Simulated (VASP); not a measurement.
# SiNi2 in VASP: single point with PBEsol

Aim: the single point of SiNi2 with PBEsol.

Everything below comes from runs of VASP 6.6.1. Logs are shortened: lines on timing, memory, paths and dates and some standing lists are left out, and cuts for length are marked.

## (1) The cell of the first run

The cell holds a slab with vacuum, 24 atoms: a = 3.868 Å, b = 4.917 Å, c = 27.284 Å, α = 90.00°, β = 90.00°, γ = 90.00°.

## (2) Single point, PBEsol

INCAR

```
PREC     = Accurate       # precision mode
ENCUT    = 520            # plane-wave cutoff, eV
EDIFF    = 1E-6           # SCF threshold, eV
ISMEAR   = 0              # smearing method
SIGMA    = 0.1            # smearing width, eV
LREAL    = Auto         
LASPH    = T              # aspherical terms in the spheres
NELM     = 80             # most SCF steps
ALGO     = Fast           # electronic algorithm
ISIF     = 2              # what is computed and relaxed
LWAVE    = F              # write WAVECAR
LCHARG   = F              # write CHGCAR
LDIPOL   = T            
IDIPOL   = 3            
DIPOL    = 0.5 0.5 0.500
GGA      = PS             # functional
NBANDS   = 114            # bands
```

KPOINTS

```
Automatic mesh
0
Gamma
  9 7 1
```

POSCAR

```
SiNi2
1.0
    3.8684636528      0.0000000000      0.0000000000
    0.0000000000      4.9169852583      0.0000000000
    0.0000000000      0.0000000000     27.2840219222
Si Ni
8 16
Direct
    0.0000000000      0.7500000000      0.2772835776
    0.0000000000      0.2500000000      0.3548416171
    0.5000000000      0.7500000000      0.3976532645
    0.5000000000      0.2500000000      0.4789516471
    0.0000000000      0.7500000000      0.5210483788
    0.0000000000      0.2500000000      0.6023466241
    0.5000000000      0.7500000000      0.6451585192
    0.5000000000      0.2500000000      0.7227163906
    0.0000000000      0.2500000000      0.2753164381
    0.5000000000     -0.0030721600      0.3144452606
    0.5000000000      0.5030721600      0.3144452606
    0.0000000000      0.7500000000      0.3589366401
    0.5000000000      0.2500000000      0.3968900156
    0.0000000000      0.0008233513      0.4392889680
    0.0000000000      0.4991766487      0.4392889680
    0.5000000000      0.7500000000      0.4795039936
    0.0000000000      0.2500000000      0.5204958952
    0.5000000000     -0.0008234217      0.5607109465
    0.5000000000      0.5008234217      0.5607109465
    0.0000000000      0.7500000000      0.6031100501
    0.5000000000      0.2500000000      0.6410632742
    0.0000000000      0.0030721588      0.6855547972
    0.0000000000      0.4969278412      0.6855547972
    0.5000000000      0.7500000000      0.7246837295
```

Potentials or basis: VASP PAW PBE potentials, release 64 (Si, Ni).

On the command line:

```bash
cat potpaw_PBE.64/Si/POTCAR potpaw_PBE.64/Ni/POTCAR > POTCAR
mpirun -np 1 vasp_std > vasp.out
```

OUTCAR:

```text
PREC = Accurate
   ENCUT = 520
   EDIFF = 1E-6
   ISMEAR = 0
   LREAL = Auto
   LASPH = T
   NELM = 80
   ISIF = 2
   GGA = PS

 ion  position               nearest neighbor table
   1  0.000  0.750  0.277-  12 2.23   9 2.46   9 2.46  10 2.50  11 2.50  10 2.50  11 2.50
   2  0.000  0.250  0.355-   9 2.17  13 2.25  13 2.25  12 2.46  12 2.46  10 2.55  10 2.55  11 2.55
                            11 2.55  14 2.61  15 2.61
   3  0.500  0.750  0.398-  12 2.20  12 2.20  16 2.23  13 2.46  13 2.46  15 2.56  14 2.56  14 2.56
                            15 2.56  11 2.57  10 2.57
   4  0.500  0.250  0.479-  13 2.24  17 2.24  17 2.24  16 2.46  16 2.46  14 2.53  14 2.53  15 2.53
                            15 2.53  18 2.55  19 2.55
   5  0.000  0.750  0.521-  20 2.24  16 2.24  16 2.24  17 2.46  17 2.46  19 2.53  18 2.53  18 2.53
                            19 2.53  15 2.55  14 2.55
   6  0.000  0.250  0.602-  21 2.20  21 2.20  17 2.23  20 2.46  20 2.46  18 2.56  18 2.56  19 2.56
                            19 2.56  22 2.57  23 2.57
   7  0.500  0.750  0.645-  24 2.17  20 2.25  20 2.25  21 2.46  21 2.46  23 2.55  22 2.55  22 2.55
                            23 2.55  19 2.61  18 2.61
   8  0.500  0.250  0.723-  21 2.23  24 2.46  24 2.46  22 2.50  23 2.50  22 2.50  23 2.50
   9  0.000  0.250  0.275-   2 2.17   1 2.46   1 2.46  11 2.54  10 2.54  10 2.54  11 2.54
  10  0.500  0.997  0.314-  11 2.43  11 2.49   1 2.50   1 2.50   9 2.54   9 2.54   2 2.55   2 2.55
                            13 2.57   3 2.57  12 2.59  12 2.59
[... 13 lines left out ...]
                            19 2.54  18 2.54  19 2.54
  18  0.500  0.999  0.561-  19 2.45  19 2.47  21 2.52  16 2.53   5 2.53   5 2.53  17 2.54  17 2.54
                             4 2.55   6 2.56   6 2.56  20 2.57  20 2.57   7 2.61
  19  0.500  0.501  0.561-  18 2.45  18 2.47  21 2.52  16 2.53   5 2.53   5 2.53  17 2.54  17 2.54
                             4 2.55   6 2.56   6 2.56  20 2.57  20 2.57   7 2.61
  20  0.000  0.750  0.603-   5 2.24   7 2.25   7 2.25   6 2.46   6 2.46  18 2.57  19 2.57  18 2.57
                            19 2.57  22 2.57  23 2.57
  21  0.500  0.250  0.641-   6 2.20   6 2.20   8 2.23   7 2.46   7 2.46  18 2.52  19 2.52  22 2.59
                            23 2.59  22 2.59  23 2.59
  22  0.000  0.003  0.686-  23 2.43  23 2.49   8 2.50   8 2.50  24 2.54  24 2.54   7 2.55   7 2.55
                            20 2.57   6 2.57  21 2.59  21 2.59
  23  0.000  0.497  0.686-  22 2.43  22 2.49   8 2.50   8 2.50  24 2.54  24 2.54   7 2.55   7 2.55
                            20 2.57   6 2.57  21 2.59  21 2.59
  24  0.500  0.750  0.725-   7 2.17   8 2.46   8 2.46  23 2.54  22 2.54  22 2.54  23 2.54

  LATTYP: Found a simple orthorhombic cell.
 ALAT       =     3.8684636528
 B/A-ratio  =     1.2710434166
 C/A-ratio  =     7.0529348007

  Lattice vectors:

 A1 = (   3.8684636528,   0.0000000000,   0.0000000000)
 A2 = (   0.0000000000,   4.9169852583,   0.0000000000)
 A3 = (   0.0000000000,   0.0000000000,  27.2840219222)

Analysis of symmetry for initial positions (statically):
=====================================================================
 Subroutine PRICEL returns:
 Original cell was already a primitive cell.

 Routine SETGRP: Setting up the symmetry group for a
 simple orthorhombic supercell.

 Subroutine GETGRP returns: Found  8 space group operations
 (whereof  2 operations were pure point group operations)
 out of a pool of  8 trial point group operations.

The static configuration has the point symmetry C_1h.
 The point group associated with its full space group is D_2h.

Analysis of symmetry for dynamics (positions and initial velocities):
=====================================================================
 Subroutine PRICEL returns:
 Original cell was already a primitive cell.

 Routine SETGRP: Setting up the symmetry group for a
 simple orthorhombic supercell.

 Subroutine GETGRP returns: Found  8 space group operations
 (whereof  2 operations were pure point group operations)
 out of a pool of  8 trial point group operations.

The dynamic configuration has the point symmetry C_1h.
 The point group associated with its full space group is D_2h.

 Subroutine INISYM returns: Found  8 space group operations
 (whereof  2 operations are pure point group operations),
 and found     1 'primitive' translations

----------------------------------------------------------------------------------------

[... 76 lines left out ...]
     0.028722284  0.000000000  0.000000000     0.111111111  0.000000000  0.000000000
     0.000000000  0.029053807  0.000000000     0.000000000  0.142857143  0.000000000
     0.000000000  0.000000000  0.036651488     0.000000000  0.000000000  1.000000000

  Length of vectors
     0.028722284  0.029053807  0.036651488

  Shift w.r.t. Gamma in fractional coordinates (k-lattice)
     0.000000000  0.000000000  0.000000000

 Subroutine IBZKPT returns following result:
 ===========================================

 Found     20 irreducible k-points:

 Following reciprocal coordinates:
            Coordinates               Weight
  0.000000  0.000000  0.000000      1.000000
  0.111111  0.000000  0.000000      2.000000
  0.222222  0.000000  0.000000      2.000000
  0.333333  0.000000  0.000000      2.000000
  0.444444  0.000000  0.000000      2.000000
  0.000000  0.142857  0.000000      2.000000
[... 12 lines left out ...]
  0.333333  0.428571  0.000000      4.000000
  0.444444  0.428571  0.000000      4.000000
   k-points           NKPTS =     20   k-points in BZ     NKDIM =     20   number of bands    NBANDS=    114
   number of dos      NEDOS =    301   number of ions     NIONS =     24
   total plane-waves  NPLWV = 252000
   dimension x,y,z NGX =    30 NGY =   40 NGZ =  210
   dimension x,y,z NGXF=    60 NGYF=   80 NGZF=  420
   ions per type =               8  16
   NGX,Y,Z   is equivalent  to a cutoff of  12.89, 13.52, 12.80 a.u.
   NGXF,Y,Z  is equivalent  to a cutoff of  25.78, 27.05, 25.59 a.u.
 SYSTEM =  unknown system
   PREC   = accura    normal or accurate (medium, high low for compatibility)
   ISTART =      0    job   : 0-new  1-cont  2-samecut
   ICHARG =      2    charge: 1-file 2-atom 10-const
   ISPIN  =      1    spin polarized calculation?
   LNONCOLLINEAR =      F non collinear calculations
   LSORBIT =      F    spin-orbit coupling
   LASPH  =      T    aspherical Exc in radial PAW
   ENCUT  =  520.0 eV  38.22 Ry    6.18 a.u.   7.19  9.14 50.73*2*pi/ulx,y,z
   NELM   =     80;   NELMIN=  2; NELMDL= -5     # of ELM steps
   EDIFF  = 0.1E-05   stopping-criterion for ELM
   LREAL  =      T    real-space projection
   EDIFFG = 0.1E-04   stopping-criterion for IOM
   NSW    =      0    number of steps for IOM
   IBRION =     -1    ionic relax: 0-MD 1-quasi-New 2-CG
   NFREE  =      0    steps in history (QN), initial steepest desc. (CG)
   ISIF   =      2    stress and relaxation
   ISYM   =      2    0-nonsym 1-usesym 2-fastsym
   POTIM  = 0.5000    time-step for ionic-motion
   TEBEG  =    0.0;   TEEND  =   0.0 temperature during run
   PSTRESS=    0.0 pullay stress
   NELECT =     192.0000    total number of electrons
   NUPDOWN=      -1.0000    fix difference up-down
   EMIN   =  10.00;   EMAX   =-10.00  energy-range for DOS
   EFERMI =   0.00;   METHOD = LEGACY
   ISMEAR =     0;   SIGMA  =   0.10  broadening in eV -4-tet -1-fermi 0-gaus
   EFERMI_NEDOS =   21; number of points for ismear=-14 and -15
   IALGO  =     68    algorithm
   IMIX   =      4    mixing-type and parameters
     AMIX     =   0.40;   BMIX     =  1.00
     AMIX_MAG =   1.60;   BMIX_MAG =  1.00
  volume/ion in A,a.u.               =      21.62       145.93
  Fermi-wavevector in a.u.,A,eV,Ry     =   1.175240  2.220882 18.792224  1.381190
  Thomas-Fermi vector in A             =   2.311624
   LORBIT       =      0    0 simple, 1 ext, 2 COOP (PROOUT), +10 PAW based schemes
   GGA     = PS    functional components
   LHFCALC =     F    Hartree Fock is set to
   AEXX    =    0.0000 exact exchange contribution
   IVDW    =     0    specifies the selected vdW correction
   LEPSILON=     F    determine dielectric tensor
   LRPA    =     F    only Hartree local field effects (RPA)
 non-spin polarized calculation
 RMM-DIIS sequential band-by-band and
 Gauss-broadening in eV      SIGMA  =   0.10
  energy-cutoff  :      520.00
  volume of cell :      518.97
 maximum number of plane-waves:     14025
 NGX is ok and might be reduce to    30
   NGX = 15   NGY = 19   NGZ =101

 number of electron     192.0000071 magnetization

 dipolmoment           0.000000      0.000000      0.000000 electrons x Angstroem

 Free energy of the ion-electron system (eV)
  ---------------------------------------------------
  ext. energy  EPLUGINS =         0.00000000
  ---------------------------------------------------
  free energy    TOTEN  =      -152.67376519 eV

  energy without entropy =     -152.59056288  energy(sigma->0) =     -152.63216403

 E-fermi :   3.1437     XC(G=0):  -7.2867

 val. band max:        3.1406688060   @ k =   0.3333   0.2857   0.0000
 cond. band min:       3.1482868640   @ k =   0.2222   0.1429   0.0000
 fundamental gap:      0.0076180580
 Fermi energy:         3.1436726736

 k-point     1 :       0.0000    0.0000    0.0000
  band No.  band energies     occupation
      1      -9.4363      2.00000
      2      -8.8469      2.00000
      3      -8.0069      2.00000
      4      -6.5838      2.00000
      5      -5.8140      2.00000
      6      -5.1607      2.00000
[... 2209 lines left out ...]
    107       5.0549      0.00000
    108       5.3624      0.00000
 [bands above 108 left out]

------------------------ aborting loop because EDIFF is reached ----------------------------------------

 vacuum level on the upper side and lower side of the slab       (xc-potential included)        -0.171        -0.171

  FORCE on cell =-STRESS in cart. coord.  units (eV):
  Direction    XX          YY          ZZ          XY          YZ          ZX
  --------------------------------------------------------------------------------------
  -------------------------------------------------------------------------------------
  Total      -11.7810509    -12.1486734      0.4781074     -0.0000000     -0.0000000      0.0000000
  in kB      -36.3704603    -37.5053844      1.4760132     -0.0000000     -0.0000000      0.0000000
  external PRESSURE =     -24.1332772 kB  Pullay stress =       0.0000000 kB

 VOLUME and BASIS-vectors are now :
 -----------------------------------------------------------------------------
  energy-cutoff  :      520.00
  volume of cell :      518.97
      direct lattice vectors                 reciprocal lattice vectors
     3.868463653  0.000000000  0.000000000     0.258500555  0.000000000  0.000000000
     0.000000000  4.916985258  0.000000000     0.000000000  0.203376652  0.000000000
     0.000000000  0.000000000 27.284021922     0.000000000  0.000000000  0.036651488

 POSITION                                       TOTAL-FORCE (eV/Angst)
 -----------------------------------------------------------------------------------
      0.00000      3.68774      7.56541         0.000000      0.000000     -0.000952
      0.00000      1.22925      9.68151         0.000000     -0.000000      0.019081
      1.93423      3.68774     10.84958         0.000000     -0.000000     -0.000245
      1.93423      1.22925     13.06773         0.000000      0.000000     -0.000333
      0.00000      3.68774     14.21630         0.000000     -0.000000      0.000333
      0.00000      1.22925     16.43444         0.000000      0.000000      0.000245
[... 16 lines left out ...]
      0.00000      2.44339     18.70469         0.000000     -0.007010     -0.003884
      1.93423      3.68774     19.77229         0.000000     -0.000000      0.054212
 -----------------------------------------------------------------------------------
    total drift:                                0.000000     -0.000000      0.000408

  FREE ENERGIE OF THE ION-ELECTRON SYSTEM (eV)
  ---------------------------------------------------
  free  energy   TOTEN  =      -152.6737651880 eV

  energy  without entropy=     -152.5905628778  energy(sigma->0) =     -152.63216403

 vacuum level on the upper side and lower side of the slab         7.832         7.832
```

Wall time 1.8 h (1 thread of Oxide Virtual Turin-like, shared host); peak memory 0.98 GiB.

What came out:

```yaml
Free_energy: -152.6738 eV
Largest_force: 0.054 eV/Å
Band_gap_on_the_k_mesh: zero (bands 96 and 97 overlap by 1.46 eV)
```

Forces in eV/Å, atoms in the order of the input:
```
Si   0.000  0.000 -0.001
Si   0.000  0.000  0.019
Si   0.000  0.000  0.000
Si   0.000  0.000  0.000
Si   0.000  0.000  0.000
Si   0.000  0.000  0.000
Si   0.000  0.000 -0.019
Si   0.000  0.000  0.001
Ni   0.000  0.000 -0.054
Ni   0.000 -0.007  0.004
Ni   0.000  0.007  0.004
Ni   0.000  0.000 -0.002
Ni   0.000  0.000 -0.008
Ni   0.000  0.002 -0.002
Ni   0.000 -0.002 -0.002
Ni   0.000  0.000  0.000
Ni   0.000  0.000  0.000
Ni   0.000 -0.002  0.002
Ni   0.000  0.002  0.002
Ni   0.000  0.000  0.008
Ni   0.000  0.000  0.002
Ni   0.000  0.007 -0.004
Ni   0.000 -0.007 -0.004
Ni   0.000  0.000  0.054
```

Caveat: the PAW data sets were made with another functional, which shifts forces and pressure a little.
